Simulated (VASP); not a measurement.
# BP4 (P6/mmm) in VASP: a series of runs

BP4 is run at these levels: PBE; tasks: relaxation of cell and atoms, single point.

Everything below comes from runs of VASP 6.6.1. Logs are shortened: lines on timing, memory, paths and dates and some standing lists are left out, and cuts for length are marked.

### Step 1. The cell of the first run

The structure is hexagonal, space group P6/mmm (No. 191). Conventional cell: a = 4.083 Å, b = 4.083 Å, c = 5.881 Å, α = 90.00°, β = 90.00°, γ = 120.00°. Within 2.7 Å of B (site symmetry 6/mmm) lie 6 P at 2.04 Å. P (site symmetry mmm) has 2 B at 2.04 Å and 4 P at 2.04 Å within 2.7 Å. Within 3.9 Å of P (site symmetry 6/mmm) lie 2 B at 2.94 Å and 12 P at 3.58 Å.

The cell was generated, and may not be a known phase.

### Step 2. Relaxation of cell and atoms, PBE

INCAR reads:

```
PREC     = Accurate       # precision mode
ENCUT    = 600            # plane-wave cutoff, eV
EDIFF    = 1E-6           # SCF threshold, eV
ISMEAR   = 0              # smearing method
SIGMA    = 0.1            # smearing width, eV
LREAL    = F              # projectors in reciprocal space
LASPH    = T              # aspherical terms in the spheres
NELM     = 60             # most SCF steps
ALGO     = Normal         # electronic algorithm
ISIF     = 3              # what is computed and relaxed
LWAVE    = F              # write WAVECAR
LCHARG   = F              # write CHGCAR
GGA      = PE             # functional
IBRION   = 2              # ionic algorithm
NSW      = 90             # ionic steps
EDIFFG   = -0.04          # ionic threshold
```

KPOINTS reads:

```
regular mesh
0
Gamma
  6 6 4
```

POSCAR reads:

```
BP4
1.0
    4.0831766500      0.0000000000      0.0000000000
   -2.0415883300      3.5361347100      0.0000000000
    0.0000000000      0.0000000000      5.8813754000
B P
1 4
Direct
    0.0000000000      0.0000000000      0.5000000000
    0.5000000000      0.0000000000      0.5000000000
    0.0000000000      0.5000000000      0.5000000000
    0.5000000000      0.5000000000      0.5000000000
    0.0000000000      0.0000000000      0.0000000000
```

Potentials or basis: VASP PAW PBE potentials, release 64 (B, P).

Launch:

```console
cat potpaw_PBE.64/B/POTCAR potpaw_PBE.64/P/POTCAR > POTCAR
mpirun -np 1 vasp_std > vasp.out
```

OUTCAR:

```text
PREC = Accurate
   ENCUT = 600
   EDIFF = 1E-6
   ISMEAR = 0
   LREAL = F
   LASPH = T
   NELM = 60
   ISIF = 3
   GGA = PE
   IBRION = 2
   NSW = 90
   EDIFFG = -0.04

 ion  position               nearest neighbor table
   1  0.000  0.000  0.500-   2 2.04   2 2.04   4 2.04   4 2.04   3 2.04   3 2.04
   2  0.500  0.000  0.500-   1 2.04   1 2.04   3 2.04   3 2.04   4 2.04   4 2.04
   3  0.000  0.500  0.500-   4 2.04   4 2.04   2 2.04   2 2.04   1 2.04   1 2.04
   4  0.500  0.500  0.500-   3 2.04   3 2.04   1 2.04   1 2.04   2 2.04   2 2.04
   5  0.000  0.000  0.000-

  LATTYP: Found a hexagonal cell.
 ALAT       =     4.0831766500
 C/A-ratio  =     1.4403921026

  Lattice vectors:

 A1 = (   4.0831766500,   0.0000000000,   0.0000000000)
 A2 = (  -2.0415883300,   3.5361347100,   0.0000000000)
 A3 = (   0.0000000000,   0.0000000000,   5.8813754000)

Analysis of symmetry for initial positions (statically):
=====================================================================
 Subroutine PRICEL returns:
 Original cell was already a primitive cell.

 Routine SETGRP: Setting up the symmetry group for a
 hexagonal supercell.

 Subroutine GETGRP returns: Found 24 space group operations
 (whereof 24 operations were pure point group operations)
 out of a pool of 24 trial point group operations.

The static configuration has the point symmetry D_6h.

Analysis of symmetry for dynamics (positions and initial velocities):
=====================================================================
 Subroutine PRICEL returns:
 Original cell was already a primitive cell.

 Routine SETGRP: Setting up the symmetry group for a
 hexagonal supercell.

 Subroutine GETGRP returns: Found 24 space group operations
 (whereof 24 operations were pure point group operations)
 out of a pool of 24 trial point group operations.

The dynamic configuration has the point symmetry D_6h.

 Subroutine INISYM returns: Found 24 space group operations
 (whereof 24 operations are pure point group operations),
 and found     1 'primitive' translations

----------------------------------------------------------------------------------------

                                     Primitive cell

  volume of cell :      84.9192

  direct lattice vectors                    reciprocal lattice vectors
     4.083176650  0.000000000  0.000000000     0.244907357  0.141397329  0.000000000
    -2.041588330  3.536134710  0.000000000     0.000000000  0.282794656  0.000000000
     0.000000000  0.000000000  5.881375400     0.000000000  0.000000000  0.170028256

  length of vectors
     4.083176650  4.083176655  5.881375400     0.282794657  0.282794656  0.170028256

  position of ions in fractional coordinates (direct lattice)
     0.000000000  0.000000000  0.500000000
     0.500000000  0.000000000  0.500000000
     0.000000000  0.500000000  0.500000000
     0.500000000  0.500000000  0.500000000
     0.000000000  0.000000000  0.000000000

  ion indices of the primitive-cell ions
   primitive index   ion index
                 1           1
                 2           2
                 3           3
                 4           4
                 5           5

----------------------------------------------------------------------------------------

 KPOINTS: regular mesh

Automatic generation of k-mesh.
 Grid dimensions read from file:
 generate k-points for:    6    6    4

 Generating k-lattice:

  Cartesian coordinates                     Fractional coordinates (reciprocal lattice)
     0.040817893  0.023566221  0.000000000     0.166666667  0.000000000  0.000000000
     0.000000000  0.047132443  0.000000000     0.000000000  0.166666667  0.000000000
     0.000000000  0.000000000  0.042507064     0.000000000  0.000000000  0.250000000

  Length of vectors
     0.047132443  0.047132443  0.042507064

  Shift w.r.t. Gamma in fractional coordinates (k-lattice)
     0.000000000  0.000000000  0.000000000

 Subroutine IBZKPT returns following result:
 ===========================================

 Found     21 irreducible k-points:

 Following reciprocal coordinates:
            Coordinates               Weight
  0.000000  0.000000  0.000000      1.000000
  0.166667  0.000000  0.000000      6.000000
  0.333333  0.000000  0.000000      6.000000
  0.500000  0.000000  0.000000      3.000000
  0.166667  0.166667  0.000000      6.000000
  0.333333  0.166667  0.000000     12.000000
[... 13 lines left out ...]
  0.333333  0.166667  0.500000     12.000000
  0.333333  0.333333  0.500000      2.000000
   k-points           NKPTS =     21   k-points in BZ     NKDIM =     21   number of bands    NBANDS=     15
   number of dos      NEDOS =    301   number of ions     NIONS =      5
   total plane-waves  NPLWV =  62208
   dimension x,y,z NGX =    36 NGY =   36 NGZ =   48
   dimension x,y,z NGXF=    72 NGYF=   72 NGZF=   96
   ions per type =               1   4
   NGX,Y,Z   is equivalent  to a cutoff of  14.66, 14.66, 13.57 a.u.
   NGXF,Y,Z  is equivalent  to a cutoff of  29.31, 29.31, 27.14 a.u.
 SYSTEM =  unknown system
   PREC   = accura    normal or accurate (medium, high low for compatibility)
   ISTART =      0    job   : 0-new  1-cont  2-samecut
   ICHARG =      2    charge: 1-file 2-atom 10-const
   ISPIN  =      1    spin polarized calculation?
   LNONCOLLINEAR =      F non collinear calculations
   LSORBIT =      F    spin-orbit coupling
   LASPH  =      T    aspherical Exc in radial PAW
   ENCUT  =  600.0 eV  44.10 Ry    6.64 a.u.   8.16  8.16 11.75*2*pi/ulx,y,z
   NELM   =     60;   NELMIN=  2; NELMDL= -5     # of ELM steps
   EDIFF  = 0.1E-05   stopping-criterion for ELM
   LREAL  =      F    real-space projection
   EDIFFG = -.4E-01   stopping-criterion for IOM
   NSW    =     90    number of steps for IOM
   IBRION =      2    ionic relax: 0-MD 1-quasi-New 2-CG
   NFREE  =      1    steps in history (QN), initial steepest desc. (CG)
   ISIF   =      3    stress and relaxation
   ISYM   =      2    0-nonsym 1-usesym 2-fastsym
   POTIM  = 0.5000    time-step for ionic-motion
   TEBEG  =    0.0;   TEEND  =   0.0 temperature during run
   PSTRESS=    0.0 pullay stress
   NELECT =      23.0000    total number of electrons
   NUPDOWN=      -1.0000    fix difference up-down
   EMIN   =  10.00;   EMAX   =-10.00  energy-range for DOS
   EFERMI =   0.00;   METHOD = LEGACY
   ISMEAR =     0;   SIGMA  =   0.10  broadening in eV -4-tet -1-fermi 0-gaus
   EFERMI_NEDOS =   21; number of points for ismear=-14 and -15
   IALGO  =     38    algorithm
   IMIX   =      4    mixing-type and parameters
     AMIX     =   0.40;   BMIX     =  1.00
     AMIX_MAG =   1.60;   BMIX_MAG =  1.00
  volume/ion in A,a.u.               =      16.98       114.61
  Fermi-wavevector in a.u.,A,eV,Ry     =   1.059210  2.001617 15.264733  1.121926
  Thomas-Fermi vector in A             =   2.194547
   LORBIT       =      0    0 simple, 1 ext, 2 COOP (PROOUT), +10 PAW based schemes
   GGA     = PE    functional components
   LHFCALC =     F    Hartree Fock is set to
   AEXX    =    0.0000 exact exchange contribution
   IVDW    =     0    specifies the selected vdW correction
   LEPSILON=     F    determine dielectric tensor
   LRPA    =     F    only Hartree local field effects (RPA)
 conjugate gradient relaxation of ions
 non-spin polarized calculation
 Gauss-broadening in eV      SIGMA  =   0.10
  energy-cutoff  :      600.00
  volume of cell :       84.92
 maximum number of plane-waves:      2854
 NGX is ok and might be reduce to    36
   NGX = 17   NGY = 17   NGZ = 23

--------------------------------------- Ionic step        1  -------------------------------------------

 number of electron      23.0000002 magnetization

 Free energy of the ion-electron system (eV)
  ---------------------------------------------------
  ext. energy  EPLUGINS =         0.00000000
  ---------------------------------------------------
  free energy    TOTEN  =       -17.45818762 eV

  energy without entropy =      -17.42428821  energy(sigma->0) =      -17.44123792

------------------------ aborting loop because EDIFF is reached ----------------------------------------

  FORCE on cell =-STRESS in cart. coord.  units (eV):
  Direction    XX          YY          ZZ          XY          YZ          ZX
  --------------------------------------------------------------------------------------
  -------------------------------------------------------------------------------------
  Total       20.2492449     20.2492449     -4.3499941     -0.0000000      0.0000000      0.0000000
  in kB      382.0441410    382.0441417    -82.0716901     -0.0000005      0.0000000      0.0000000
  external PRESSURE =     227.3388642 kB  Pullay stress =       0.0000000 kB
[... 856 lines left out ...]
 k-point    21 :       0.3333    0.3333    0.5000
  band No.  band energies     occupation
      1      -6.7107      2.00000
      2      -6.7107      2.00000
      3      -5.3284      2.00000
      4      -4.7477      2.00000
      5       0.6522      2.00000
      6       1.4423      2.00000
      7       1.4423      2.00000
      8       1.6569      2.00000
      9       1.6569      2.00000
     10       6.3270      0.00000
     11       6.8183      0.00000
     12       7.0434      0.00000
     13       7.0434      0.00000
     14       7.9302      0.00000
     15       7.9302      0.00000

[... ionic steps 4 to 13 ...]

--------------------------------------- Ionic step       14  -------------------------------------------

 number of electron      22.9999998 magnetization

------------------------ aborting loop because EDIFF is reached ----------------------------------------

  FORCE on cell =-STRESS in cart. coord.  units (eV):
  Direction    XX          YY          ZZ          XY          YZ          ZX
  --------------------------------------------------------------------------------------
  -------------------------------------------------------------------------------------
  Total        0.1933263      0.1933263      0.7103293     -0.0000000     -0.0000000      0.0000000
  in kB        3.9405570      3.9405570     14.4785922     -0.0000000     -0.0000000      0.0000000
  external PRESSURE =       7.4532354 kB  Pullay stress =       0.0000000 kB
[... 63 lines left out ...]
  energy  without entropy=      -22.7974450721  energy(sigma->0) =      -22.80205142

--------------------------------------- Ionic step       16  -------------------------------------------

 number of electron      22.9999998 magnetization

 Free energy of the ion-electron system (eV)
  ---------------------------------------------------
  ext. energy  EPLUGINS =         0.00000000
  ---------------------------------------------------
  free energy    TOTEN  =       -22.80758104 eV

  energy without entropy =      -22.79807484  energy(sigma->0) =      -22.80282794

 E-fermi :   6.8294     XC(G=0): -10.4211

 val. band max:        6.7834511758   @ k =   0.3333   0.1667   0.5000
 cond. band min:       6.8581156698   @ k =   0.5000   0.0000   0.0000
 fundamental gap:      0.0746644941
 Fermi energy:         6.8294155986

 k-point     1 :       0.0000    0.0000    0.0000
  band No.  band energies     occupation
      1      -8.6364      2.00000
      2      -3.7727      2.00000
      3      -1.2563      2.00000
      4      -1.2563      2.00000
      5      -0.4606      2.00000
      6      -0.4606      2.00000
      7      -0.4206      2.00000
      8       0.2816      2.00000
      9       4.9193      2.00000
     10       5.4119      2.00000
     11       8.0081      0.00000
     12       8.0081      0.00000
[... 393 lines left out ...]
  FREE ENERGIE OF THE ION-ELECTRON SYSTEM (eV)
  ---------------------------------------------------
  free  energy   TOTEN  =       -22.8075810380 eV

  energy  without entropy=      -22.7980748364  energy(sigma->0) =      -22.80282794

 reached required accuracy - stopping structural energy minimisation
```

Wall time 6.8 min (1 thread of Intel Xeon 8259CL, shared host); peak memory 0.25 GiB.

What came out:

| Property | Result |
| --- | --- |
| Free energy | -22.8076 eV |
| Relaxed volume | 15.85 Å³/atom |
| Relaxed cell | a = 4.958 Å, b = 4.958 Å, c = 3.723 Å, α = 90.00°, β = 90.00°, γ = 120.00° |
| Space group after relaxing (to 0.1 Å) | P6/mmm (No. 191) |
| Energy gained by relaxing | 1069.9 meV/atom |
| Ionic steps | 16 |
| Pressure after relaxing | 0.0 GPa |
| Band gap on the k mesh | zero (an odd number of electrons rules out a gap without spin polarisation) |

Step by step:
| step | energy change (eV) | largest force (eV/Å) | pressure (GPa) | volume (Å³) |
| --- | --- | --- | --- | --- |
| 1 | 0.0000 | 0.0000 | 22.73 | 84.92 |
| 2 | -2.7357 | 0.0000 | -7.51 | 116.25 |
| 3 | -2.7927 | 0.0000 | -4.57 | 109.89 |
| 4 | -2.7957 | 0.0000 | -4.93 | 110.66 |
| 5 | -3.5573 | 0.0000 | -5.65 | 103.19 |
| 6 | -4.7157 | 0.0000 | -5.62 | 91.95 |
| 7 | -3.7150 | 0.0000 | 24.76 | 67.71 |
| 8 | -5.0852 | 0.0000 | -3.99 | 86.57 |
| 9 | -5.2213 | 0.0000 | -1.66 | 81.68 |
| 10 | -5.2364 | 0.0000 | 5.78 | 74.79 |
| 11 | -5.2756 | 0.0000 | -0.64 | 80.00 |
| 12 | -5.3334 | 0.0000 | 2.12 | 77.41 |
| 13 | -5.3278 | 0.0000 | -0.70 | 80.00 |
| 14 | -5.3470 | 0.0000 | 0.75 | 78.60 |
| 15 | -5.3485 | 0.0000 | -0.43 | 79.68 |
| 16 | -5.3494 | 0.0000 | 0.02 | 79.26 |

Final structure:
```
B P
1.0
     4.95835    0.00000    0.00000
    -2.47918    4.29406    0.00000
     0.00000    0.00000    3.72263
B P
1 4
Direct
  0.00000 0.00000 0.50000
  0.50000 0.00000 0.50000
  0.00000 0.50000 0.50000
  0.50000 0.50000 0.50000
  0.00000 0.00000 0.00000
```

Levels at points of the mesh, in eV from the Fermi level:
```csv
k point,band 9,band 10,band 11,band 12,band 13,band 14
"(0.00, 0.00, 0.00)",-1.91,-1.42,1.18,1.18,1.76,1.76
"(0.50, 0.00, 0.00)",-1.80,-1.39,-1.12,0.03,0.30,1.20
"(0.00, 0.00, 0.50)",-3.99,-2.18,-2.18,-0.65,-0.65,3.47
"(0.50, 0.00, 0.50)",-2.55,-2.02,-1.34,-0.96,1.36,1.42
```

Caveat: a cell axis changed by over 15 % at a fixed basis, so the end point is rough.

### Step 3. Single point, PBE

This run uses another cell than the first one, of 15.97 Å³/atom.

INCAR reads:

```
SYSTEM = BP4
PREC = Accurate
ENCUT = 520
EDIFF = 1E-6
ISMEAR = 0
SIGMA = 0.1
LREAL = .False.
LASPH = .True.
NELM = 100
ALGO = Normal
ISIF = 2
LWAVE = .False.
LCHARG = .False.
GGA = PE
NBANDS = 20
```

KPOINTS reads:

```
Automatic mesh
0
Gamma
  12 12 10
  0 0 0
```

POSCAR, as its differences from that of step 2:

```diff
@@ -2,5 +2,5 @@
 1.0
-    4.0831766500      0.0000000000      0.0000000000
-   -2.0415883300      3.5361347100      0.0000000000
-    0.0000000000      0.0000000000      5.8813754000
+    4.9133582447      0.0000000000      0.0000000000
+   -2.4566791223      4.2550930578      0.0000000000
+    0.0000000000      0.0000000000      3.8185661320
 B P
```

Potentials or basis: VASP PAW PBE potentials, release 64 (B, P).

Launch:

```console
cat potpaw_PBE.64/B/POTCAR potpaw_PBE.64/P/POTCAR > POTCAR
mpirun -np 1 vasp_std > vasp.out
```

It took 2.4 min on 1 thread of Intel Xeon 8259CL, shared host; peak memory 0.29 GiB.

It converged, with:

- Free energy: -22.7928 eV
- Pressure: -0.1 GPa
- Band gap on the k mesh: zero (an odd number of electrons rules out a gap without spin polarisation)

Levels at points of the mesh, in eV from the Fermi level:
```
           k point  band 9  band 10  band 11  band 12  band 13  band 14  band 15  band 16
(0.00, 0.00, 0.00)   -2.25    -1.52     1.05     1.05     1.64     1.64     4.86     5.28
(0.50, 0.00, 0.00)   -2.08    -1.32    -1.17    -0.14     0.34     1.04     1.36     1.91
(0.00, 0.00, 0.50)   -3.87    -2.07    -2.07    -0.49    -0.49     3.54     4.21     4.75
(0.50, 0.00, 0.50)   -2.44    -1.87    -1.31    -0.96     1.46     1.60     1.78     2.04
```

The gap in the log of VASP goes by the Fermi energy; the results here count the filled bands.